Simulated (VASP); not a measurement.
The system is ScIr.

```xyz
2
Lattice="3.2060 0.0000 0.0000 0.0000 3.2060 0.0000 0.0000 0.0000 3.2060" Properties=species:S:1:pos:R:3 pbc="T T T"
Sc    1.6030    1.6030    1.6030
Ir    0.0000    0.0000    0.0000
```

- Program: VASP 6.6.1
- Task: relaxation of cell and atoms
- Functional: LDA
- Potentials or basis: VASP PAW LDA potentials, release 64 (Sc_sv, Ir)
- Cutoff: 600 eV
- k mesh: 14 × 14 × 14
- Occupations: fermi-dirac, width 0.08 eV
- Spin: no spin polarisation

At the start: pressure -6.5 GPa; volume 16.48 Å³/atom.

Problem. How do energy, volume and symmetry change on relaxing?

Solution. Over 4 steps the energy falls by 12.1 meV/atom and the volume is 15.89 Å³/atom (-3.5 %); space group Pm-3m (No. 221, to 0.1 Å) before and after.

The path:
| step | energy change (eV) | largest force (eV/Å) | pressure (GPa) | volume (Å³) |
| --- | --- | --- | --- | --- |
| 1 | 0.0000 | 0.0000 | -6.47 | 32.95 |
| 2 | 0.0534 | 0.0000 | 13.75 | 29.88 |
| 3 | -0.0243 | 0.0000 | -0.13 | 31.81 |
| 4 | -0.0243 | 0.0000 | 0.00 | 31.79 |

Final structure:
```cif
data_structure
_symmetry_space_group_name_H-M 'P 1'
_symmetry_Int_Tables_number 1
_cell_length_a 3.1678
_cell_length_b 3.1678
_cell_length_c 3.1678
_cell_angle_alpha 90.000
_cell_angle_beta 90.000
_cell_angle_gamma 90.000
_cell_volume 31.79
loop_
_atom_site_label
_atom_site_type_symbol
_atom_site_fract_x
_atom_site_fract_y
_atom_site_fract_z
_atom_site_occupancy
Sc1 Sc 0.50000 0.50000 0.50000 1
Ir1 Ir 0.00000 0.00000 0.00000 1
```
